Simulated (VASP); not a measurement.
# InP (F-43m) in VASP: notebook, part 2 of 3

VASP 6.6.1. Earlier steps stand in the parts before.

## Step 3: Single point, PBEsol-based screened hybrid with 25 % exact exchange

This run uses another cell than the first one, of 25.17 Å³/atom.

Contents of POSCAR:

```
InP
1.0
    0.0000000000      2.9305000000      2.9305000000
    2.9305000000      0.0000000000      2.9305000000
    2.9305000000      2.9305000000      0.0000000000
In P
1 1
Direct
    0.0000000000      0.0000000000      0.0000000000
    0.7500000000      0.7500000000      0.7500000000
```

Contents of INCAR.step1:

```
SYSTEM = InP
ALGO = Normal
EDIFF = 1E-5
ENCUT = 520
GGA = PE
ISIF = 2
ISMEAR = -1
LASPH = .True.
LREAL = .False.
LWAVE = .True.
NBANDS = 16
NELM = 60
PREC = Accurate
SIGMA = 0.05
```

Contents of INCAR.step2:

```
SYSTEM = InP
AEXX = 0.25
ALGO = Normal
EDIFF = 1E-7
ENCUT = 520
GGA = PS
HFSCREEN = 0.207
ISIF = 2
ISMEAR = -1
ISTART = 1
LASPH = .True.
LCHARG = .True.
LELF = .True.
LHFCALC = .True.
LREAL = .False.
LVHAR = .True.
LWAVE = .False.
NBANDS = 16
NELM = 60
PREC = Accurate
PRECFOCK = Normal
SIGMA = 0.05
```

Contents of KPOINTS:

```
k-points
0
Gamma
  4 4 4
  0 0 0
```

Potentials or basis: VASP PAW PBE potentials, release 64 (In_d, P).

Run with:

```sh
$ cat potpaw_PBE.64/In_d/POTCAR potpaw_PBE.64/P/POTCAR > POTCAR
$ cp INCAR.step1 INCAR
$ mpirun -np 1 vasp_std > vasp.out
$ cp INCAR.step2 INCAR
$ mpirun -np 1 vasp_std > vasp.out
```

OUTCAR:

```text
SYSTEM = InP
   AEXX = 0.25
   EDIFF = 1E-7
   ENCUT = 520
   GGA = PS
   HFSCREEN = 0.207
   ISIF = 2
   ISMEAR = -1
   ISTART = 1
   LASPH = .True.
   LHFCALC = .True.
   LREAL = .False.
   NELM = 60
   PREC = Accurate
   PRECFOCK = Normal

 ion  position               nearest neighbor table
   1  0.000  0.000  0.000-   2 2.54   2 2.54   2 2.54   2 2.54
   2  0.750  0.750  0.750-   1 2.54   1 2.54   1 2.54   1 2.54

  LATTYP: Found a face centered cubic cell.
 ALAT       =     5.8610000000

  Lattice vectors:

 A1 = (   0.0000000000,   2.9305000000,   2.9305000000)
 A2 = (   2.9305000000,   0.0000000000,   2.9305000000)
 A3 = (   2.9305000000,   2.9305000000,   0.0000000000)

Analysis of symmetry for initial positions (statically):
=====================================================================
 Subroutine PRICEL returns:
 Original cell was already a primitive cell.

 Routine SETGRP: Setting up the symmetry group for a
 face centered cubic supercell.

 Subroutine GETGRP returns: Found 24 space group operations
 (whereof 24 operations were pure point group operations)
 out of a pool of 48 trial point group operations.

The static configuration has the point symmetry T_d .

Analysis of symmetry for dynamics (positions and initial velocities):
=====================================================================
 Subroutine PRICEL returns:
 Original cell was already a primitive cell.

 Routine SETGRP: Setting up the symmetry group for a
 face centered cubic supercell.

 Subroutine GETGRP returns: Found 24 space group operations
 (whereof 24 operations were pure point group operations)
 out of a pool of 48 trial point group operations.

The dynamic configuration has the point symmetry T_d .

 Subroutine INISYM returns: Found 24 space group operations
 (whereof 24 operations are pure point group operations),
 and found     1 'primitive' translations

[... 102 lines left out ...]
   GGA     = PS    functional components
   LHFCALC =     T    Hartree Fock is set to
   PRECFOCK=normal    Normal, Fast or Accurate (Low or Medium for compatibility)
   ENCUT4O =  -1.0   cutoff for four orbital integrals eV
   NKREDX  =     1    reduce k-point grid by
   NKREDY  =     1    reduce k-point grid by
   NKREDZ  =     1    reduce k-point grid by
   AEXX    =    0.2500 exact exchange contribution
   HFSCREEN=    0.2070 screening length (either q_TF or 0.3 A-1)
   HFSCREENC=   0.2070 screening length for correlation (either q_TF or 0.3 A-1)
   ENCUTFOCK=  -1.0 apply spherical cutoff to Coloumb kernel
   IVDW    =     0    specifies the selected vdW correction
   LEPSILON=     F    determine dielectric tensor
   LRPA    =     F    only Hartree local field effects (RPA)
 non-spin polarized calculation
  energy-cutoff  :      520.00
  volume of cell :       50.33
 maximum number of plane-waves:      1380
 NGX is ok and might be reduce to    32
  NGX = 24; NGY = 24; NGZ = 24

 number of electron      18.0000005 magnetization

 Free energy of the ion-electron system (eV)
  ---------------------------------------------------
  ext. energy  EPLUGINS =         0.00000000
  ---------------------------------------------------
  free energy    TOTEN  =       -10.41324893 eV

  energy without entropy =      -10.41324888  energy(sigma->0) =      -10.41324890

 E-fermi :   5.4542     XC(G=0):  -7.8563

 val. band max:        4.7146448675   @ k =   0.0000   0.0000   0.0000
 cond. band min:       6.1386454610   @ k =   0.0000   0.0000   0.0000
 fundamental gap:      1.4240005935
 Fermi energy:         5.4541698085

 k-point     1 :       0.0000    0.0000    0.0000
  band No.  band energies     occupation
      1     -11.1681      2.00000
      2     -11.1681      2.00000
      3     -11.1681      2.00000
      4     -11.0054      2.00000
      5     -11.0054      2.00000
      6      -8.0436      2.00000
[... 129 lines left out ...]
      3     -11.0691      2.00000
      4     -11.0270      2.00000
      5     -10.9912      2.00000
      6      -5.3402      2.00000
[... 8 lines left out ...]
     15      17.2841      0.00000
     16      17.8166      0.00000

------------------------ aborting loop because EDIFF is reached ----------------------------------------

  FORCE on cell =-STRESS in cart. coord.  units (eV):
  Direction    XX          YY          ZZ          XY          YZ          ZX
  --------------------------------------------------------------------------------------
  -------------------------------------------------------------------------------------
  Total       -0.0914857     -0.0914857     -0.0914857     -0.0000000     -0.0000000      0.0000000
  in kB       -2.9121147     -2.9121147     -2.9121147     -0.0000000     -0.0000000      0.0000000
  external PRESSURE =      -2.9121147 kB  Pullay stress =       0.0000000 kB

 VOLUME and BASIS-vectors are now :
 -----------------------------------------------------------------------------
  energy-cutoff  :      520.00
  volume of cell :       50.33
      direct lattice vectors                 reciprocal lattice vectors
     0.000000000  2.930500000  2.930500000    -0.170619348  0.170619348  0.170619348
     2.930500000  0.000000000  2.930500000     0.170619348 -0.170619348  0.170619348
     2.930500000  2.930500000  0.000000000     0.170619348  0.170619348 -0.170619348

 POSITION                                       TOTAL-FORCE (eV/Angst)
 -----------------------------------------------------------------------------------
      0.00000      0.00000      0.00000         0.000000      0.000000      0.000000
      4.39575      4.39575      4.39575        -0.000000     -0.000000     -0.000000
 -----------------------------------------------------------------------------------
    total drift:                               -0.000016     -0.000025     -0.000013

  FREE ENERGIE OF THE ION-ELECTRON SYSTEM (eV)
  ---------------------------------------------------
  free  energy   TOTEN  =       -10.4132489300 eV

  energy  without entropy=      -10.4132488761  energy(sigma->0) =      -10.41324890
```

OUTCAR.step1:

```text
SYSTEM = InP
   EDIFF = 1E-5
   ENCUT = 520
   GGA = PE
   ISIF = 2
   ISMEAR = -1
   LASPH = .True.
[... 354 lines left out ...]
      0.00000      0.00000      0.00000        -0.000000     -0.000000     -0.000000
      4.39575      4.39575      4.39575         0.000000      0.000000      0.000000
 -----------------------------------------------------------------------------------
    total drift:                                0.000000      0.000000      0.000000

  FREE ENERGIE OF THE ION-ELECTRON SYSTEM (eV)
  ---------------------------------------------------
  free  energy   TOTEN  =        -8.2720995931 eV

  energy  without entropy=       -8.2720596528  energy(sigma->0) =       -8.27207962
```

OSZICAR.step1:

```text
N       E                     dE             d eps       ncg     rms          rms(c)
DAV:   1     0.112933032880E+03    0.11293E+03   -0.87631E+03   256   0.128E+03
DAV:   2    -0.114604916064E+01   -0.11408E+03   -0.10862E+03   288   0.308E+02
DAV:   3    -0.851599082714E+01   -0.73699E+01   -0.73393E+01   336   0.755E+01
DAV:   4    -0.872080879750E+01   -0.20482E+00   -0.20476E+00   352   0.131E+01
DAV:   5    -0.872733158859E+01   -0.65228E-02   -0.65227E-02   368   0.196E+00    0.572E+00
DAV:   6    -0.830296646202E+01    0.42437E+00   -0.64473E-01   416   0.132E+01    0.344E+00
DAV:   7    -0.826994063093E+01    0.33026E-01   -0.17339E-01   376   0.334E+00    0.127E+00
DAV:   8    -0.827103236446E+01   -0.10917E-02   -0.17621E-02   312   0.158E+00    0.336E-01
DAV:   9    -0.827182125127E+01   -0.78889E-03   -0.14448E-03   320   0.399E-01    0.155E-01
DAV:  10    -0.827201226186E+01   -0.19101E-03   -0.29012E-04   328   0.238E-01    0.102E-01
DAV:  11    -0.827210101223E+01   -0.88750E-04   -0.13805E-04   272   0.111E-01    0.429E-02
DAV:  12    -0.827209959314E+01    0.14191E-05   -0.87233E-06   240   0.267E-02
   1 F= -.82720996E+01 E0= -.82720796E+01  d E =-.399404E-04
```

Run time: 6.1 min. Hardware: 1 thread of Intel Xeon Platinum 8259CL at 2.50GHz (Skylake/Cascade Lake), shared host; peak memory 0.28 GiB.

What came out:

```yaml
Free_energy: -10.4132 eV
Pressure: -0.3 GPa
Band_gap_on_the_k_mesh: 1.42 eV
```

Caveat: the k points lie up to 0.46 Å⁻¹ apart; the PAW data sets were made with another functional, which shifts forces and pressure a little; spin-orbit coupling is left out, which moves the levels of the heavy elements.

## Step 4: Single point, r2SCAN0

This run uses another cell than the first one, of 23.66 Å³/atom.

Contents of POSCAR:

```
InP
1.0
    0.0000000000      2.8706770916      2.8706770916
    2.8706770916      0.0000000000      2.8706770916
    2.8706770916      2.8706770916      0.0000000000
In P
1 1
Direct
    0.0000000000      0.0000000000      0.0000000000
    0.7500000000      0.7500000000      0.7500000000
```

Contents of INCAR.step1:

```
PREC     = Accurate       # precision mode
ENCUT    = 520            # plane-wave cutoff, eV
EDIFF    = 1E-5           # SCF threshold, eV
ISMEAR   = -1             # smearing method
SIGMA    = 0.05           # smearing width, eV
LREAL    = F              # projectors in reciprocal space
LASPH    = T              # aspherical terms in the spheres
NELM     = 100            # most SCF steps
ALGO     = Normal         # electronic algorithm
ISIF     = 2              # what is computed and relaxed
LWAVE    = T              # write WAVECAR
GGA      = PE             # functional
NBANDS   = 16             # bands
```

Contents of INCAR.step2:

```
PREC     = Accurate       # precision mode
ENCUT    = 520            # plane-wave cutoff, eV
EDIFF    = 1E-7           # SCF threshold, eV
ISMEAR   = -1             # smearing method
SIGMA    = 0.05           # smearing width, eV
LREAL    = F              # projectors in reciprocal space
LASPH    = T              # aspherical terms in the spheres
NELM     = 100            # most SCF steps
ALGO     = Normal         # electronic algorithm
ISIF     = 2              # what is computed and relaxed
LWAVE    = F              # write WAVECAR
LCHARG   = T              # write CHGCAR
METAGGA  = R2SCAN         # meta-GGA
LHFCALC  = T              # exact exchange
AEXX     = 0.25           # exact-exchange fraction
LMIXTAU  = T            
PRECFOCK = Normal       
LELF     = T              # ELF
LVHAR    = T            
ISTART   = 1            
NBANDS   = 16             # bands
```

Contents of KPOINTS:

```
Automatic mesh
0
Gamma
  4 4 4
```

Run with:

```sh
$ cat potpaw_PBE.64/In_d/POTCAR potpaw_PBE.64/P/POTCAR > POTCAR
$ cp INCAR.step1 INCAR
$ mpirun -np 1 vasp_std > vasp.out
$ cp INCAR.step2 INCAR
$ mpirun -np 1 vasp_std > vasp.out
```

Wall time 9.9 min (1 thread of AMD EPYC 7R13 (Zen 3), shared host); peak memory 0.15 GiB.

The run converged. Its results:

```yaml
Free_energy: -28.7725 eV
Pressure: 5.9 GPa
Band_gap_on_the_k_mesh: 2.90 eV
```

Levels at points of the mesh, in eV from the valence-band top:
```csv
k point,band 5,band 6,band 7,band 8,band 9,band 10,band 11,band 12,band 13,band 14
"(0.00, 0.00, 0.00)",-16.19,-13.57,0.00,0.00,0.00,2.90,5.87,5.87,5.87,11.00
"(0.50, 0.00, 0.00)",-16.17,-11.40,-6.79,-1.20,-1.20,3.40,6.61,6.61,9.15,12.09
"(0.50, 0.50, 0.00)",-16.14,-10.59,-6.70,-2.86,-2.86,3.12,3.88,12.08,12.58,12.58
```

Caveat: the k points lie up to 0.47 Å⁻¹ apart; the PAW data sets were made with another functional, which shifts forces and pressure a little; spin-orbit coupling is left out, which moves the levels of the heavy elements. A k mesh can miss the band edges.

[end of part 2 of 3]
